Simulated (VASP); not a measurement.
# Ba (P6/mmm) in VASP: further runs, part 2 of 2

VASP 6.6.1. The steps go on from the part before.

**4. Single point, PBE**

INCAR reads:

```
PREC = Accurate ; ENCUT = 500
EDIFF = 1E-6 ; ISMEAR = 1
SIGMA = 0.044 ; LREAL = F
LASPH = T ; NELM = 120
ALGO = Normal ; ISIF = 2
LWAVE = F ; LCHARG = F
GGA = PE ; NBANDS = 11
GGA_COMPAT = F
```

KPOINTS reads:

```
regular mesh
0
Gamma
  6 6 4
```

POSCAR reads:

```
Ba
1.0
    4.3116136979      0.0000000000      0.0000000000
   -2.1558068490      3.7339669937      0.0000000000
    0.0000000000      0.0000000000      3.9134133000
Ba
1
Direct
    0.0000000000      0.0000000000      0.0000000000
```

Potentials or basis: VASP PAW PBE potentials, release 64 (Ba_sv).

Command:

```console
$ cat potpaw_PBE.64/Ba_sv/POTCAR > POTCAR
$ mpirun -np 1 vasp_std > vasp.out
```

OUTCAR:

```text
PREC = Accurate
   ENCUT = 500
   EDIFF = 1E-6
   ISMEAR = 1
   LREAL = F
   LASPH = T
   NELM = 120
   ISIF = 2
   GGA = PE

 ion  position               nearest neighbor table
   1  0.000  0.000  0.000-

  LATTYP: Found a hexagonal cell.
 ALAT       =     4.3116136979
 C/A-ratio  =     0.9076446950

  Lattice vectors:

 A1 = (   4.3116136979,   0.0000000000,   0.0000000000)
 A2 = (  -2.1558068490,   3.7339669937,   0.0000000000)
 A3 = (   0.0000000000,   0.0000000000,   3.9134133000)

Analysis of symmetry for initial positions (statically):
=====================================================================
 Subroutine PRICEL returns:
 Original cell was already a primitive cell.

 Routine SETGRP: Setting up the symmetry group for a
 hexagonal supercell.

 Subroutine GETGRP returns: Found 24 space group operations
 (whereof 24 operations were pure point group operations)
 out of a pool of 24 trial point group operations.

The static configuration has the point symmetry D_6h.

Analysis of symmetry for dynamics (positions and initial velocities):
=====================================================================
 Subroutine PRICEL returns:
 Original cell was already a primitive cell.

 Routine SETGRP: Setting up the symmetry group for a
 hexagonal supercell.

 Subroutine GETGRP returns: Found 24 space group operations
 (whereof 24 operations were pure point group operations)
 out of a pool of 24 trial point group operations.

The dynamic configuration has the point symmetry D_6h.

 Subroutine INISYM returns: Found 24 space group operations
 (whereof 24 operations are pure point group operations),
 and found     1 'primitive' translations

----------------------------------------------------------------------------------------

                                     Primitive cell
[... 108 lines left out ...]
  Thomas-Fermi vector in A             =   2.007537
   LORBIT       =      0    0 simple, 1 ext, 2 COOP (PROOUT), +10 PAW based schemes
   GGA     = PE    functional components
   LHFCALC =     F    Hartree Fock is set to
   AEXX    =    0.0000 exact exchange contribution
   IVDW    =     0    specifies the selected vdW correction
   LEPSILON=     F    determine dielectric tensor
   LRPA    =     F    only Hartree local field effects (RPA)
 non-spin polarized calculation
 Methfessel and Paxton  Order N= 1 SIGMA  =   0.04
  energy-cutoff  :      500.00
  volume of cell :       63.00
 maximum number of plane-waves:      1620
 NGX is ok and might be reduce to    32
   NGX = 15   NGY = 15   NGZ = 15

 number of electron      10.0000001 magnetization

 Free energy of the ion-electron system (eV)
  ---------------------------------------------------
  ext. energy  EPLUGINS =         0.00000000
  ---------------------------------------------------
  free energy    TOTEN  =        -1.71428577 eV

  energy without entropy =       -1.71380441  energy(sigma->0) =       -1.71412532

 E-fermi :   1.5829     XC(G=0):  -7.4007

 val. band max:        1.5707530467   @ k =   0.5000   0.0000   0.2500
 cond. band min:       1.7671985835   @ k =   0.0000   0.0000   0.0000
 fundamental gap:      0.1964455368
 Fermi energy:         1.5828514457

 k-point     1 :       0.0000    0.0000    0.0000
  band No.  band energies     occupation
      1     -27.4526      2.00000
      2     -12.3789      2.00000
      3     -12.3789      2.00000
      4     -12.2849      2.00000
      5      -1.0449      2.00000
      6       1.7672     -0.00000
      7       3.3468      0.00000
      8       3.3468      0.00000
      9       6.4969      0.00000
     10       6.4969      0.00000
     11       7.7042      0.00000
[... 267 lines left out ...]
 k-point    21 :       0.3333    0.3333    0.5000
  band No.  band energies     occupation
      1     -27.3423      2.00000
      2     -12.9376      2.00000
      3     -12.6221      2.00000
      4     -12.6221      2.00000
      5       1.5569      1.83030
      6       1.5569      1.83030
      7       3.4333      0.00000
      8       3.4333      0.00000
      9       6.4985      0.00000
     10       6.9883      0.00000
     11       9.8072      0.00000

------------------------ aborting loop because EDIFF is reached ----------------------------------------

  FORCE on cell =-STRESS in cart. coord.  units (eV):
  Direction    XX          YY          ZZ          XY          YZ          ZX
  --------------------------------------------------------------------------------------
  -------------------------------------------------------------------------------------
  Total       -0.0825404     -0.0825404      0.2843003      0.0000000      0.0000000      0.0000000
  in kB       -2.0989940     -2.0989940      7.2297266      0.0000000      0.0000000      0.0000000
  external PRESSURE =       1.0105795 kB  Pullay stress =       0.0000000 kB

 VOLUME and BASIS-vectors are now :
 -----------------------------------------------------------------------------
  energy-cutoff  :      500.00
  volume of cell :       63.00
      direct lattice vectors                 reciprocal lattice vectors
     4.311613698  0.000000000  0.000000000     0.231931724  0.133905844  0.000000000
    -2.155806849  3.733966994  0.000000000     0.000000000  0.267811687  0.000000000
     0.000000000  0.000000000  3.913413300     0.000000000  0.000000000  0.255531405

 POSITION                                       TOTAL-FORCE (eV/Angst)
 -----------------------------------------------------------------------------------
      0.00000      0.00000      0.00000        -0.000000      0.000000      0.000000
 -----------------------------------------------------------------------------------
    total drift:                                0.000000      0.000000     -0.000000

  FREE ENERGIE OF THE ION-ELECTRON SYSTEM (eV)
  ---------------------------------------------------
  free  energy   TOTEN  =        -1.7142857660 eV

  energy  without entropy=       -1.7138044140  energy(sigma->0) =       -1.71412532
```

Run time: 18 s. Hardware: 1 thread of Intel Xeon 8259CL, shared host; peak memory 0.17 GiB.

What came out:

```
Free energy            : -1.7143 eV
Pressure               : 0.1 GPa
Band gap on the k mesh : zero (band 5 reaches 1.92 eV, above the bottom of band 6 at 1.56 eV)
```

Caveat: the k points lie up to 0.40 Å⁻¹ apart; spin-orbit coupling is left out, which moves the levels of the heavy elements.

**5. Single point, PBE**

INCAR reads:

```
SYSTEM = Ba
PREC = Accurate
ENCUT = 500
EDIFF = 1E-6
ISMEAR = -1
SIGMA = 0.008617333262145177
LREAL = .False.
LASPH = .True.
NELM = 120
ALGO = Normal
ISIF = 2
LWAVE = .False.
LCHARG = .True.
GGA = PE
LELF = .True.
LVHAR = .True.
NBANDS = 11
GGA_COMPAT = .False.
```

KPOINTS reads:

```
regular mesh
0
Gamma
  6 6 4
  0 0 0
```

POSCAR is that of step 4.

Command:

```console
$ cat potpaw_PBE.64/Ba_sv/POTCAR > POTCAR
$ mpirun -np 1 vasp_std > vasp.out
```

Wall time 24 s (1 thread of Intel Xeon 8259CL, shared host); peak memory 0.18 GiB.

The run converged. Its results:

```yaml
Free_energy: -1.7144 eV
Pressure: 0.1 GPa
Band_gap_on_the_k_mesh: zero (band 5 reaches 1.92 eV, above the bottom of band 6 at 1.56 eV)
```

Stress tensor (GPa, compression positive):
```
-0.21  0.00  0.00
 0.00 -0.21  0.00
 0.00  0.00  0.72
```

Levels at points of the mesh, in eV from the Fermi level:
| k point | band 2 | band 3 | band 4 | band 5 | band 6 | band 7 | band 8 | band 9 |
| --- | --- | --- | --- | --- | --- | --- | --- | --- |
| (0.00, 0.00, 0.00) | -13.96 | -13.96 | -13.86 | -2.62 | 0.19 | 1.77 | 1.77 | 4.92 |
| (0.50, 0.00, 0.00) | -14.44 | -14.07 | -13.81 | -0.87 | 0.49 | 1.05 | 3.01 | 4.50 |
| (0.00, 0.00, 0.50) | -14.62 | -13.88 | -13.88 | -0.71 | 0.78 | 2.36 | 2.36 | 2.65 |
| (0.50, 0.00, 0.50) | -14.53 | -14.33 | -13.99 | -0.75 | 0.33 | 1.88 | 3.45 | 3.74 |

Caveat: the k points lie up to 0.40 Å⁻¹ apart; spin-orbit coupling is left out, which moves the levels of the heavy elements.

**6. The runs side by side**

| cutoff (eV) | smearing | gap on the mesh (eV) | pressure (GPa) |
| --- | --- | --- | --- |
| 520 | gaussian 0.015 eV | none | 0.1 |
| 500 | methfessel-paxton 0.044 eV | none | 0.1 |
| 500 | fermi-dirac 0.00861733 eV | none | 0.1 |

Alike in all rows: task single point; level PBE; potentials or basis VASP PAW PBE potentials, release 64 (Ba_sv); no spin polarisation; cell as given; k mesh 6 × 6 × 4.

Caveats: all runs use coarse meshes; spin-orbit coupling is left out, which moves the levels of the heavy elements.

Total energies depend on the potentials used, so only differences within one code and one set of settings carry meaning.
